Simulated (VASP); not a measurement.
# TiTe2 (P6/mmm) in VASP: notebook, part 2 of 2

VASP 6.6.1.

## 3. Single point, PBE

This run uses another cell than the first one, of 27.49 Å³/atom.

INCAR

```
  ALGO = Normal
  EDIFF = 1E-6
  ENCUT = 520
  GGA = PE
  ISIF = 2
  ISMEAR = 0
  LASPH = T
  LCHARG = T
  LELF = T
  LREAL = F
  LVHAR = T
  LWAVE = F
  NBANDS = 19
  NELM = 60
  PREC = Accurate
  SIGMA = 0.1
```

KPOINTS

```
k-points
0
Gamma
  6 6 4
```

POSCAR

```
TiTe2
1.0
    4.4513791531      0.0000000000      0.0000000000
   -2.2256895765      3.8550074284      0.0000000000
    0.0000000000      0.0000000000      4.8063063945
Ti Te
1 2
Direct
    0.0000000000      0.0000000000      0.0000000000
    0.3333333333      0.6666666667      0.5000000000
    0.6666666667      0.3333333333      0.5000000000
```

Potentials or basis: VASP PAW PBE potentials, release 64 (Ti_sv, Te).

Launch:

```
$ cat potpaw_PBE.64/Ti_sv/POTCAR potpaw_PBE.64/Te/POTCAR > POTCAR
$ mpirun -np 1 vasp_std > vasp.out
```

OUTCAR:

```text
EDIFF = 1E-6
   ENCUT = 520
   GGA = PE
   ISIF = 2
   ISMEAR = 0
   LASPH = T
   LREAL = F
   NELM = 60
   PREC = Accurate

 ion  position               nearest neighbor table
   1  0.000  0.000  0.000-
   2  0.333  0.667  0.500-   3 2.57   3 2.57   3 2.57
   3  0.667  0.333  0.500-   2 2.57   2 2.57   2 2.57

  LATTYP: Found a hexagonal cell.
 ALAT       =     4.4513791531
 C/A-ratio  =     1.0797342193

  Lattice vectors:

 A1 = (   4.4513791531,   0.0000000000,   0.0000000000)
 A2 = (  -2.2256895765,   3.8550074284,   0.0000000000)
 A3 = (   0.0000000000,   0.0000000000,   4.8063063945)

Analysis of symmetry for initial positions (statically):
=====================================================================
 Subroutine PRICEL returns:
 Original cell was already a primitive cell.

 Routine SETGRP: Setting up the symmetry group for a
 hexagonal supercell.

 Subroutine GETGRP returns: Found 24 space group operations
 (whereof 24 operations were pure point group operations)
 out of a pool of 24 trial point group operations.

The static configuration has the point symmetry D_6h.

Analysis of symmetry for dynamics (positions and initial velocities):
=====================================================================
 Subroutine PRICEL returns:
 Original cell was already a primitive cell.

 Routine SETGRP: Setting up the symmetry group for a
 hexagonal supercell.

 Subroutine GETGRP returns: Found 24 space group operations
 (whereof 24 operations were pure point group operations)
 out of a pool of 24 trial point group operations.

The dynamic configuration has the point symmetry D_6h.

 Subroutine INISYM returns: Found 24 space group operations
 (whereof 24 operations are pure point group operations),
 and found     1 'primitive' translations

[... 109 lines left out ...]
   IALGO  =     38    algorithm
   IMIX   =      4    mixing-type and parameters
     AMIX     =   0.40;   BMIX     =  1.00
     AMIX_MAG =   1.60;   BMIX_MAG =  1.00
  volume/ion in A,a.u.               =      27.49       185.53
  Fermi-wavevector in a.u.,A,eV,Ry     =   1.084846  2.050062 16.012577  1.176891
  Thomas-Fermi vector in A             =   2.220946
   LORBIT       =      0    0 simple, 1 ext, 2 COOP (PROOUT), +10 PAW based schemes
   GGA     = PE    functional components
   LHFCALC =     F    Hartree Fock is set to
   AEXX    =    0.0000 exact exchange contribution
   IVDW    =     0    specifies the selected vdW correction
   LEPSILON=     F    determine dielectric tensor
   LRPA    =     F    only Hartree local field effects (RPA)
 non-spin polarized calculation
 Gauss-broadening in eV      SIGMA  =   0.10
  energy-cutoff  :      520.00
  volume of cell :       82.48
 maximum number of plane-waves:      2238
 NGX is ok and might be reduce to    36
   NGX = 17   NGY = 17   NGZ = 17

 number of electron      23.9999998 magnetization

 Free energy of the ion-electron system (eV)
  ---------------------------------------------------
  ext. energy  EPLUGINS =         0.00000000
  ---------------------------------------------------
  free energy    TOTEN  =        -8.60804451 eV

  energy without entropy =       -8.56891262  energy(sigma->0) =       -8.58847857

 E-fermi :   7.9569     XC(G=0):  -9.7666

 val. band max:        7.9561148926   @ k =   0.0000   0.0000   0.5000
 cond. band min:       7.9710429324   @ k =   0.1667   0.0000   0.0000
 fundamental gap:      0.0149280398
 Fermi energy:         7.9568869233

 k-point     1 :       0.0000    0.0000    0.0000
  band No.  band energies     occupation
      1     -49.9379      2.00000
      2     -26.2335      2.00000
      3     -26.2335      2.00000
      4     -26.1385      2.00000
      5      -8.0872      2.00000
      6       0.3130      2.00000
[... 439 lines left out ...]
      6      -5.5053      2.00000
[... 11 lines left out ...]
     18      10.2913      0.00000
     19      13.6450      0.00000

------------------------ aborting loop because EDIFF is reached ----------------------------------------

  FORCE on cell =-STRESS in cart. coord.  units (eV):
  Direction    XX          YY          ZZ          XY          YZ          ZX
  --------------------------------------------------------------------------------------
  -------------------------------------------------------------------------------------
  Total       15.4170639     15.4170639     -5.3492587      0.0000000     -0.0000000      0.0000000
  in kB      299.4890829    299.4890828   -103.9137274      0.0000000     -0.0000000      0.0000000
  external PRESSURE =     165.0214794 kB  Pullay stress =       0.0000000 kB

 VOLUME and BASIS-vectors are now :
 -----------------------------------------------------------------------------
  energy-cutoff  :      520.00
  volume of cell :       82.48
      direct lattice vectors                 reciprocal lattice vectors
     4.451379153  0.000000000  0.000000000     0.224649477  0.129701436  0.000000000
    -2.225689577  3.855007428  0.000000000     0.000000000  0.259402872  0.000000000
     0.000000000  0.000000000  4.806306394     0.000000000  0.000000000  0.208059977

 POSITION                                       TOTAL-FORCE (eV/Angst)
 -----------------------------------------------------------------------------------
      0.00000      0.00000      0.00000         0.000000      0.000000      0.000000
     -0.00000      2.57000      2.40315        -0.000000      0.000000      0.000000
      2.22569      1.28500      2.40315         0.000000     -0.000000      0.000000
 -----------------------------------------------------------------------------------
    total drift:                               -0.000000      0.000000     -0.000000

  FREE ENERGIE OF THE ION-ELECTRON SYSTEM (eV)
  ---------------------------------------------------
  free  energy   TOTEN  =        -8.6080445120 eV

  energy  without entropy=       -8.5689126195  energy(sigma->0) =       -8.58847857
```

OSZICAR:

```text
N       E                     dE             d eps       ncg     rms          rms(c)
DAV:   1     0.183182776625E+03    0.18318E+03   -0.10750E+04   798   0.117E+03
DAV:   2     0.705154295682E+01   -0.17613E+03   -0.17173E+03   870   0.299E+02
DAV:   3    -0.101169846586E+02   -0.17169E+02   -0.16302E+02  1203   0.842E+01
DAV:   4    -0.109031137888E+02   -0.78613E+00   -0.77146E+00  1080   0.152E+01
DAV:   5    -0.109243017791E+02   -0.21188E-01   -0.21161E-01  1107   0.258E+00    0.290E+01
DAV:   6    -0.164063365580E+02   -0.54820E+01   -0.11089E+02   900   0.325E+01    0.247E+01
DAV:   7    -0.955637668422E+01    0.68500E+01   -0.11504E+02  1007   0.423E+01    0.145E+01
DAV:   8    -0.861321555818E+01    0.94316E+00   -0.54312E+00   939   0.941E+00    0.342E+00
DAV:   9    -0.861239473529E+01    0.82082E-03   -0.93017E-02  1000   0.177E+00    0.146E+00
DAV:  10    -0.860831069371E+01    0.40840E-02   -0.22786E-02   979   0.504E-01    0.977E-01
DAV:  11    -0.860820320012E+01    0.10749E-03   -0.11049E-03  1030   0.230E-01    0.492E-01
DAV:  12    -0.860808313118E+01    0.12007E-03   -0.82932E-04   973   0.116E-01    0.572E-02
DAV:  13    -0.860804619208E+01    0.36939E-04   -0.14229E-04  1093   0.746E-02    0.466E-02
DAV:  14    -0.860804462095E+01    0.15711E-05   -0.13764E-05  1094   0.199E-02    0.125E-02
DAV:  15    -0.860804634436E+01   -0.17234E-05   -0.12864E-05   952   0.192E-02    0.224E-02
DAV:  16    -0.860804456050E+01    0.17839E-05   -0.12557E-05   940   0.178E-02    0.706E-03
DAV:  17    -0.860804451197E+01    0.48533E-07   -0.31022E-07   462   0.345E-03
   1 F= -.86080445E+01 E0= -.85884786E+01  d E =-.391319E-01
```

stdout:

```text
POSCAR found type information on POSCAR TiTe
 POSCAR found :  2 types and       3 ions
 scaLAPACK will be used
 LDA part: xc-table for (Slater+PW92), standard interpolation
 POSCAR, INCAR and KPOINTS ok, starting setup
 FFT: planning ... GRIDC
 FFT: planning ... GRID_SOFT
 FFT: planning ... GRID
 WAVECAR not read
 entering main loop
```

Wall time 65 s (1 thread of Intel Xeon 8259CL, shared host); peak memory 0.22 GiB.

Results:

```yaml
Free_energy: -8.6080 eV
Pressure: 16.5 GPa
Band_gap_on_the_k_mesh: zero (bands 12 and 13 overlap by 0.58 eV)
```

Levels at points of the mesh, in eV from the Fermi level:
| k point | band 8 | band 9 | band 10 | band 11 | band 12 | band 13 | band 14 | band 15 | band 16 | band 17 |
| --- | --- | --- | --- | --- | --- | --- | --- | --- | --- | --- |
| (0.00, 0.00, 0.00) | -6.04 | -5.59 | -1.86 | -1.22 | -1.22 | -0.20 | 0.07 | 0.07 | 0.18 | 0.18 |
| (0.50, 0.00, 0.00) | -4.42 | -4.36 | -2.37 | -0.47 | -0.14 | 0.29 | 0.44 | 0.90 | 1.15 | 2.02 |
| (0.00, 0.00, 0.50) | -5.93 | -5.93 | -1.85 | -1.85 | -0.28 | -0.28 | 0.00 | 0.12 | 1.66 | 1.66 |
| (0.50, 0.00, 0.50) | -5.17 | -4.01 | -3.99 | 0.02 | 0.26 | 0.42 | 0.45 | 0.63 | 1.88 | 2.37 |

Caveat: the stress differs along the axes, from -10 to 30 GPa; spin-orbit coupling is left out, which moves the levels of the heavy elements.

## 4. Single point, PBE

INCAR

```
SYSTEM = TiTe2
PREC = Accurate
ENCUT = 520
EDIFF = 1E-7
ISMEAR = 0
SIGMA = 0.1
LREAL = .FALSE.
LASPH = .TRUE.
NELM = 80
ALGO = Normal
ISIF = 2
LWAVE = .FALSE.
LCHARG = .TRUE.
GGA = PE
LELF = .TRUE.
LVHAR = .TRUE.
NBANDS = 19
```

KPOINTS

```
regular mesh
0
G
  6 6 6
  0 0 0
```

POSCAR

```
TiTe2
1.0
    5.2946559003      0.0000000000      0.0000000000
   -2.6473279501      4.5853065139      0.0000000000
    0.0000000000      0.0000000000      3.1191416102
Ti Te
1 2
Direct
    0.0000000000      0.0000000000      0.0000000000
    0.3333333333      0.6666666667      0.5000000000
    0.6666666667      0.3333333333      0.5000000000
```

Potentials or basis: VASP PAW PBE potentials, release 64 (Ti_sv, Te).

Launch:

```
$ cat potpaw_PBE.64/Ti_sv/POTCAR potpaw_PBE.64/Te/POTCAR > POTCAR
$ mpirun -np 1 vasp_std > vasp.out
```

OUTCAR:

```text
SYSTEM = TiTe2
   PREC = Accurate
   ENCUT = 520
   EDIFF = 1E-7
   ISMEAR = 0
   LREAL = .FALSE.
   LASPH = .TRUE.
   NELM = 80
   ISIF = 2
   GGA = PE

 ion  position               nearest neighbor table
   1  0.000  0.000  0.000-
   2  0.333  0.667  0.500-   3 3.06   3 3.06   3 3.06
   3  0.667  0.333  0.500-   2 3.06   2 3.06   2 3.06

  LATTYP: Found a hexagonal cell.
 ALAT       =     5.2946559003
 C/A-ratio  =     0.5891112981

[... 721 lines left out ...]

  FORCE on cell =-STRESS in cart. coord.  units (eV):
  Direction    XX          YY          ZZ          XY          YZ          ZX
  --------------------------------------------------------------------------------------
  -------------------------------------------------------------------------------------
  Total       -0.0389247     -0.0389247      0.0402871     -0.0000000      0.0000000      0.0000000
  in kB       -0.8235582     -0.8235582      0.8523835     -0.0000000      0.0000000      0.0000000
  external PRESSURE =      -0.2649110 kB  Pullay stress =       0.0000000 kB

 VOLUME and BASIS-vectors are now :
 -----------------------------------------------------------------------------
  energy-cutoff  :      520.00
  volume of cell :       75.73
      direct lattice vectors                 reciprocal lattice vectors
     5.294655900  0.000000000  0.000000000     0.188869686  0.109043964  0.000000000
    -2.647327950  4.585306514  0.000000000     0.000000000  0.218087929  0.000000000
     0.000000000  0.000000000  3.119141610     0.000000000  0.000000000  0.320601026

 POSITION                                       TOTAL-FORCE (eV/Angst)
 -----------------------------------------------------------------------------------
      0.00000      0.00000      0.00000        -0.000000      0.000000      0.000000
     -0.00000      3.05687      1.55957         0.000000     -0.000000      0.000000
      2.64733      1.52844      1.55957         0.000000      0.000000     -0.000000
 -----------------------------------------------------------------------------------
    total drift:                                0.000000     -0.000000      0.000000

  FREE ENERGIE OF THE ION-ELECTRON SYSTEM (eV)
  ---------------------------------------------------
  free  energy   TOTEN  =       -12.9182300127 eV

  energy  without entropy=      -12.9018493697  energy(sigma->0) =      -12.91003969
```

OSZICAR:

```text
N       E                     dE             d eps       ncg     rms          rms(c)
DAV:   1     0.177543019947E+03    0.17754E+03   -0.10758E+04  1064   0.119E+03
DAV:   2     0.222352382544E+01   -0.17532E+03   -0.17078E+03  1131   0.301E+02
DAV:   3    -0.141009420751E+02   -0.16324E+02   -0.15545E+02  1627   0.838E+01
DAV:   4    -0.148083789488E+02   -0.70744E+00   -0.70104E+00  1421   0.149E+01
DAV:   5    -0.148270792678E+02   -0.18700E-01   -0.18691E-01  1425   0.258E+00    0.181E+01
DAV:   6    -0.166999186555E+02   -0.18728E+01   -0.51959E+01  1222   0.304E+01    0.170E+01
DAV:   7    -0.133492763988E+02    0.33506E+01   -0.53659E+01  1341   0.314E+01    0.838E+00
DAV:   8    -0.129188572823E+02    0.43042E+00   -0.23813E+00  1257   0.876E+00    0.326E+00
DAV:   9    -0.129421783115E+02   -0.23321E-01   -0.10315E-01  1415   0.180E+00    0.189E+00
DAV:  10    -0.129186032909E+02    0.23575E-01   -0.18009E-01  1263   0.212E+00    0.127E+00
DAV:  11    -0.129182618499E+02    0.34144E-03   -0.47760E-03  1236   0.396E-01    0.528E-01
DAV:  12    -0.129187028446E+02   -0.44099E-03   -0.18777E-03  1326   0.213E-01    0.291E-01
DAV:  13    -0.129182858047E+02    0.41704E-03   -0.95661E-04  1277   0.195E-01    0.115E-01
DAV:  14    -0.129182342176E+02    0.51587E-04   -0.16913E-04  1631   0.729E-02    0.237E-02
DAV:  15    -0.129182321106E+02    0.21071E-05   -0.52376E-06  1355   0.122E-02    0.138E-02
DAV:  16    -0.129182297061E+02    0.24044E-05   -0.19253E-05  1507   0.246E-02    0.263E-03
DAV:  17    -0.129182299253E+02   -0.21919E-06   -0.34766E-07  1043   0.448E-03    0.170E-03
DAV:  18    -0.129182300127E+02   -0.87369E-07   -0.17250E-08   610   0.120E-03
   1 F= -.12918230E+02 E0= -.12910040E+02  d E =-.163806E-01
```

It took 83 s on 1 thread of Intel Xeon 8259CL, shared host; peak memory 0.2 GiB.

What came out:

| Item | Value |
| --- | --- |
| Free energy | -12.9182 eV |
| Pressure | 0.0 GPa |
| Band gap on the k mesh | zero (bands 12 and 13 overlap by 1.29 eV) |

Stress tensor (GPa, compression positive):
```
-0.08  0.00  0.00
 0.00 -0.08  0.00
 0.00  0.00  0.09
```

Caveat: spin-orbit coupling is left out, which moves the levels of the heavy elements.

## 5. Relaxation of cell and atoms, PBE

This run uses another cell than the first one, of 27.49 Å³/atom.

INCAR

```
PREC = Accurate
ENCUT = 600
EDIFF = 1E-6
ISMEAR = 0
SIGMA = 0.1
LREAL = False
LASPH = True
NELM = 60
ALGO = Normal
ISIF = 3
LWAVE = False
LCHARG = False
GGA = PE
IBRION = 2
NSW = 90
EDIFFG = -0.04
```

KPOINTS

```
regular mesh
0
Gamma
  6 6 4
```

POSCAR

```
TiTe2
1.0
    4.4513791531      0.0000000000      0.0000000000
   -2.2256895765      3.8550074284      0.0000000000
    0.0000000000      0.0000000000      4.8063063945
Ti Te
1 2
Direct
    0.0000000000      0.0000000000      0.0000000000
    0.3333333333      0.6666666667      0.5000000000
    0.6666666667      0.3333333333      0.5000000000
```

Launch:

```
$ cat potpaw_PBE.64/Ti_sv/POTCAR potpaw_PBE.64/Te/POTCAR > POTCAR
$ mpirun -np 1 vasp_std > vasp.out
```

Wall time 14 min (1 thread of Intel Xeon 8259CL, shared host); peak memory 0.26 GiB.

It converged, with:

| Property | Result |
| --- | --- |
| Free energy | -13.0697 eV |
| Relaxed volume | 25.27 Å³/atom |
| Relaxed cell | a = 5.323 Å, b = 5.323 Å, c = 3.090 Å, α = 90.00°, β = 90.00°, γ = 120.00° |
| Space group after relaxing (to 0.1 Å) | P6/mmm (No. 191) |
| Pressure after relaxing | -0.1 GPa |
| Band gap on the k mesh | zero (bands 12 and 13 overlap by 1.24 eV) |

Final structure:
```xyz
3
Lattice="5.3229 0.0000 0.0000 -2.6615 4.6098 0.0000 0.0000 0.0000 3.0896" Properties=species:S:1:pos:R:3 pbc="T T T"
Ti    0.0000    0.0000    0.0000
Te    0.0000    3.0732    1.5448
Te    2.6615    1.5366    1.5448
```

Levels at points of the mesh, in eV from the Fermi level:
| k point | band 8 | band 9 | band 10 | band 11 | band 12 | band 13 | band 14 | band 15 | band 16 |
| --- | --- | --- | --- | --- | --- | --- | --- | --- | --- |
| (0.00, 0.00, 0.00) | -5.62 | -2.58 | -2.58 | -1.68 | 0.95 | 1.00 | 1.14 | 1.14 | 1.41 |
| (0.50, 0.00, 0.00) | -5.45 | -1.40 | -1.07 | -1.03 | 0.22 | 0.73 | 1.13 | 2.20 | 2.25 |
| (0.00, 0.00, 0.50) | -3.83 | -3.54 | -3.54 | -2.04 | -2.04 | -0.29 | -0.29 | 1.61 | 2.48 |
| (0.50, 0.00, 0.50) | -5.29 | -4.55 | -2.98 | -0.40 | -0.08 | 0.22 | 0.41 | 0.89 | 1.43 |

Caveat: a cell axis changed by over 15 % at a fixed basis, so the end point is rough; spin-orbit coupling is left out, which moves the levels of the heavy elements.

## 6. Relaxation of cell and atoms, PBE

INCAR

```
ALGO = Normal
EDIFF = 1E-6
EDIFFG = -0.04
ENCUT = 600
GGA = PE
IBRION = 2
ISIF = 3
ISMEAR = 0
LASPH = T
LCHARG = F
LREAL = F
LWAVE = F
NELM = 100
NSW = 90
PREC = Accurate
SIGMA = 0.1
```

KPOINTS

```
k-points
0
Gamma
  6 6 6
```

POSCAR

```
TiTe2
1.0
    5.3244911554      0.0000000000      0.0000000000
   -2.6622455777      4.6111446028      0.0000000000
    0.0000000000      0.0000000000      3.0860915071
Ti Te
1 2
Direct
    0.0000000000      0.0000000000      0.0000000000
    0.3333333333      0.6666666667      0.5000000000
    0.6666666667      0.3333333333      0.5000000000
```

Potentials or basis: VASP PAW PBE potentials, release 64 (Ti_sv, Te).

Launch:

```
$ cat potpaw_PBE.64/Ti_sv/POTCAR potpaw_PBE.64/Te/POTCAR > POTCAR
$ mpirun -np 1 vasp_std > vasp.out
```

Wall time 2.8 min (1 thread of Intel Xeon 8259CL, shared host); peak memory 0.26 GiB.

The run converged. Its results:

```
Free energy                           : -12.9181 eV
Relaxed volume                        : 25.26 Å³/atom
Relaxed cell                          : a = 5.295 Å, b = 5.295 Å, c = 3.122 Å, α = 90.00°, β = 90.00°, γ = 120.00°
Space group after relaxing (to 0.1 Å) : P6/mmm (No. 191)
Energy gained by relaxing             : 2.6 meV/atom
Ionic steps                           : 3
Pressure after relaxing               : -0.1 GPa
Band gap on the k mesh                : zero (bands 12 and 13 overlap by 1.29 eV)
```

The path:
| step | energy change (eV) | largest force (eV/Å) | pressure (GPa) | volume (Å³) |
| --- | --- | --- | --- | --- |
| 1 | 0.0000 | 0.0000 | 0.02 | 75.77 |
| 2 | -0.0073 | 0.0000 | -0.11 | 75.79 |
| 3 | -0.0079 | 0.0000 | -0.08 | 75.79 |

Final structure:
```xyz
3
Lattice="5.2947 0.0000 0.0000 -2.6473 4.5853 0.0000 0.0000 0.0000 3.1218" Properties=species:S:1:pos:R:3 pbc="T T T"
Ti    0.0000    0.0000    0.0000
Te    0.0000    3.0569    1.5609
Te    2.6473    1.5284    1.5609
```

Levels at points of the mesh, in eV from the Fermi level:
```tsv
k point	band 8	band 9	band 10	band 11	band 12	band 13	band 14	band 15	band 16
(0.00, 0.00, 0.00)	-5.68	-2.60	-2.60	-1.66	0.95	0.95	1.00	1.07	1.07
(0.50, 0.00, 0.00)	-5.48	-1.39	-1.03	-1.01	0.24	0.56	1.06	2.23	2.24
(0.00, 0.00, 0.50)	-3.82	-3.69	-3.69	-2.10	-2.10	-0.34	-0.34	1.58	2.46
(0.50, 0.00, 0.50)	-5.33	-4.70	-3.10	-0.40	-0.13	0.21	0.41	0.90	1.40
```

Caveat: spin-orbit coupling is left out, which moves the levels of the heavy elements.

## 7. Overview

```csv
task,cell,k mesh,cutoff (eV),gap on the mesh (eV),pressure (GPa),relaxed volume (Å³/atom)
single point,"a = 5.324, b = 5.324, c = 3.086 Å, angles 90.0, 90.0, 120.0°, 3 atoms",6 × 6 × 4,520,none,0.0,-
single point,"a = 4.451, b = 4.451, c = 4.806 Å, angles 90.0, 90.0, 120.0°, 3 atoms",6 × 6 × 4,520,none,16.5,-
single point,"a = 5.295, b = 5.295, c = 3.119 Å, angles 90.0, 90.0, 120.0°, 3 atoms",6 × 6 × 6,520,none,0.0,-
relaxation of cell and atoms,"relaxed from a = 4.451, b = 4.451, c = 4.806 Å, angles 90.0, 90.0, 120.0°, 3 atoms",6 × 6 × 4,600,none,-0.1,25.27
relaxation of cell and atoms,"relaxed from a = 5.324, b = 5.324, c = 3.086 Å, angles 90.0, 90.0, 120.0°, 3 atoms",6 × 6 × 6,600,none,-0.1,25.26
```

Alike in all rows: level PBE; potentials or basis VASP PAW PBE potentials, release 64 (Ti_sv, Te); no spin polarisation; smearing gaussian 0.1 eV.

Caveats: some runs use coarse meshes; spin-orbit coupling is left out, which moves the levels of the heavy elements; the stress differs along the axes, from -10 to 30 GPa (at least some runs); a cell axis changed by over 15 % at a fixed basis, so the end point is rough (at least some runs).

Absolute energies hang on the potentials; compare differences alone.

The gap in the log of VASP goes by the Fermi energy; the results here count the filled bands.